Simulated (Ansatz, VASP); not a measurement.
## VN: VASP beside Ansatz

The input INCAR:

```
ALGO = Normal
EDIFF = 1E-6
ENCUT = 600
GGA = PE
GGA_COMPAT = F
ISIF = 2
ISMEAR = 1
ISPIN = 2
LASPH = T
LCHARG = T
LELF = T
LMAXMIX = 4
LORBIT = 11
LREAL = F
LVHAR = T
LWAVE = F
MAGMOM = 0.3 0
NBANDS = 20
NELM = 200
PREC = Accurate
SIGMA = 0.0037
```

The input KPOINTS:

```
k-points
0
Gamma
  6 6 6
```

File POSCAR:

```
VN
1.0
    0.0000000000      2.0624650000      2.0624650000
    2.0624650000      0.0000000000      2.0624650000
    2.0624650000      2.0624650000      0.0000000000
V N
1 1
Direct
    0.0000000000      0.0000000000      0.0000000000
    0.5000000000      0.5000000000      0.5000000000
```

Input for Ansatz:

```yaml
crystal:
  lattice:
    - [0.0, 2.062465, 2.062465]
    - [2.062465, 0.0, 2.062465]
    - [2.062465, 2.062465, 0.0]
  atoms:
    - { symbol: V, position: [0.0, 0.0, 0.0], spin: 0.3 }
    - { symbol: "N", position: [0.5, 0.5, 0.5] }
basis:
  ecutwfc: 420
kpoints:
  mp_grid: { grid: [6, 6, 6] }
hamiltonian:
  xc: pbe
scf:
  occupations: { method: cold, width: 0.0037 }
  lower_state_search: "off"
  convergence: { dr2_threshold: "1e-6 eV" }
output:
  forces: true
  stress: true
  eigenvalues: true
  populations: true
magnetization:
  spin_polarized: true
```

Alike in both runs: task single point; functional PBE; k mesh 6 × 6 × 6; collinear spin.

|  | VASP | Ansatz |
| --- | --- | --- |
| version | VASP 6.6.1 | Ansatz 0.2.0 |
| potentials or method | VASP PAW PBE potentials, release 64 (V_sv, N), cutoff 600 eV | scalar-relativistic, plane waves, PAW |
| occupations | methfessel-paxton of order 1, width 0.0037 eV | cold, width 0.0037 eV |
| valence electrons in the cell | 18 | 18 |

```tsv
	VASP	Ansatz	Ansatz less VASP
gap on the k mesh at the Fermi level (eV)	none	none	-
pressure (GPa)	-0.3	-0.9	-0.59
net moment per atom (μB)	0.16	0.16	0.000
size of the moment on the site where the two differ most (μB)	0.32	0.27	-0.049
```

Site moments also hang on the region over which each program counts them. A gap of «none» marks a metal or a gap that the smearing closes. Ansatz's warnings: force scf threshold loose, stability check not made, stress scf threshold loose.

The k mesh is coarse, so the values compare programs but aren't converged.
